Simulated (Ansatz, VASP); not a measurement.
## NaLaMnMoO6: VASP beside Ansatz

The input INCAR:

```
PREC = Accurate ; ENCUT = 520
EDIFF = 1E-7 ; ISMEAR = -1
SIGMA = 0.05 ; LREAL = F
LASPH = T ; NELM = 150
ALGO = Normal ; ISIF = 2
LWAVE = F ; LCHARG = F
ISPIN = 2 ; MAGMOM = 0 0 4 1 0 0 0 0 0 0
LORBIT = 11 ; LMAXMIX = 6
GGA = PE ; NBANDS = 56
```

KPOINTS

```
Automatic mesh
0
Gamma
  4 4 4
```

The input POSCAR:

```
NaLaMnMoO6
1.0
   -2.7229400000      2.7229400000      3.8988900000
    2.7229400000     -2.7229400000      3.8988900000
    2.7229400000      2.7229400000     -3.8988900000
Na La Mn Mo O
1 1 1 1 6
Direct
    0.2500000000      0.7500000000      0.5000000000
    0.7500000000      0.2500000000      0.5000000000
    0.5000000000      0.5000000000      0.0000000000
    0.0000000000      0.0000000000      0.0000000000
    0.2076600000      0.2960700000      0.5037100000
    0.2960500000      0.7923400000      0.0884100000
    0.7923600000      0.7039500000      0.4962900000
    0.7039300000      0.2076400000      0.9115900000
    0.2519400000      0.2519400000      0.0000000000
    0.7480600000      0.7480600000      0.0000000000
```

The input input.yaml:

```yaml
crystal:
  lattice:
    - [-2.72294, 2.72294, 3.89889]
    - [2.72294, -2.72294, 3.89889]
    - [2.72294, 2.72294, -3.89889]
  atoms:
    - { symbol: Na, position: [0.25, 0.75, 0.5] }
    - { symbol: La, position: [0.75, 0.25, 0.5] }
    - { symbol: Mn, position: [0.5, 0.5, 0.0], spin: 4.0 }
    - { symbol: Mo, position: [0.0, 0.0, 0.0], spin: 1.0 }
    - { symbol: O, position: [0.20766, 0.29607, 0.50371] }
    - { symbol: O, position: [0.29605, 0.79234, 0.08841] }
    - { symbol: O, position: [0.79236, 0.70395, 0.49629] }
    - { symbol: O, position: [0.70393, 0.20764, 0.91159] }
    - { symbol: O, position: [0.25194, 0.25194, 0.0] }
    - { symbol: O, position: [0.74806, 0.74806, 0.0] }
kpoints:
  mp_grid: { grid: [4, 4, 4] }
  band_path:
    path:
      - [0.0, 0.0, 0.0]
      - [0.0, 0.0, 0.5]
      - [-0.2438732594, 0.2438732594, 0.5]
      - [-0.3719366297, 0.3719366297, 0.3719366297]
      - [0.0, 0.0, 0.0]
      - [0.5, 0.5, -0.5]
      - [0.3719366297, 0.6280633703, -0.3719366297]
      - [0.0, 0.5, 0.0]
    npoints: 12
scf:
  occupations: { method: fermi_dirac, width: 0.05 }
hamiltonian:
  xc: pbe
  pseudopotentials: { kind: all_electron, lapw: { basis_error: 0.002 } }
magnetization:
  spin_polarized: true
output:
  forces: true
  stress: true
  eigenvalues: true
```

Alike in both runs: functional PBE; k mesh 4 × 4 × 4; occupations fermi-dirac, width 0.05 eV; collinear spin.

|  | VASP | Ansatz |
| --- | --- | --- |
| version | VASP 6.6.1 | Ansatz 0.2.0 |
| potentials or method | VASP PAW PBE potentials, release 64 (Na_pv, La, Mn_pv, Mo_sv, O), cutoff 520 eV | all-electron LAPW, scalar-relativistic |
| task | single point | band structure |

|  | VASP | Ansatz | Ansatz less VASP |
| --- | --- | --- | --- |
| gap on the k mesh at the Fermi level (eV) | none | none | - |
| pressure (GPa) | -0.4 | -0.7 | -0.26 |
| traceless stress, the component that is largest in VASP (GPa) | -0.21 | -0.16 | +0.051 |
| rms of the force components (eV/Å) | 0.035 | 0.060 | +0.0250 |
| net moment per atom (μB) | 0.15 | 0.15 | -0.003 |
| size of the moment on the site where the two differ most (μB) | 0.68 | 0.59 | -0.093 |

Site moments also hang on the region over which each program counts them. Atom by atom the forces differ by 0.026 eV/Å (rms over components). A gap of «none» marks a metal or a gap that the smearing closes. Ansatz ran all-electron here, and VASP with PAW potentials.

The k mesh is coarse, so the values compare programs but aren't converged. Neither program's run includes spin-orbit coupling. Noted on Ansatz's run: the k mesh is thin for a metal, which can move the energy by tens of meV per atom.
